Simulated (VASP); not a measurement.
Here is a VASP 6.6.1 calculation.

File INCAR:

```
PREC     = Accurate       # precision mode
ENCUT    = 520            # plane-wave cutoff, eV
EDIFF    = 1E-7           # SCF threshold, eV
ISMEAR   = -1             # smearing method
SIGMA    = 0.08           # smearing width, eV
LREAL    = False          # projectors in reciprocal space
LASPH    = True           # aspherical terms in the spheres
NELM     = 60             # most SCF steps
ALGO     = Normal         # electronic algorithm
ISIF     = 2              # what is computed and relaxed
LWAVE    = False          # write WAVECAR
LCHARG   = False          # write CHGCAR
GGA      = PE             # functional
NBANDS   = 35             # bands
```

KPOINTS

```
regular mesh
0
Gamma
  7 7 10
```

File POSCAR:

```
SnO2
1.0
    4.8273347381      0.0000000000      0.0000000000
    0.0000000000      4.8273347381      0.0000000000
    0.0000000000      0.0000000000      3.2380205637
Sn O
2 4
Direct
    0.0000000000      0.0000000000      0.0000000000
    0.5000000000      0.5000000000      0.5000000000
    0.3065752829      0.3065752829      0.0000000000
    0.6934247171      0.6934247171      0.0000000000
    0.8065752829      0.1934247171      0.5000000000
    0.1934247171      0.8065752829      0.5000000000
```

Potentials or basis: VASP PAW PBE potentials, release 64 (Sn_d, O).

Run with:

```bash
$ cat potpaw_PBE.64/Sn_d/POTCAR potpaw_PBE.64/O/POTCAR > POTCAR
$ mpirun -np 1 vasp_std > vasp.out
```

Task: Estimate the pressure.

Result: 0.6 GPa.

Task: Predict the largest force.

Result: 0.017 eV/Å.

Forces in eV/Å, atoms in the order of the input:
```
Sn   0.000  0.000  0.000
Sn   0.000  0.000  0.000
O   -0.012 -0.012  0.000
O    0.012  0.012  0.000
O   -0.012  0.012  0.000
O    0.012 -0.012  0.000
```
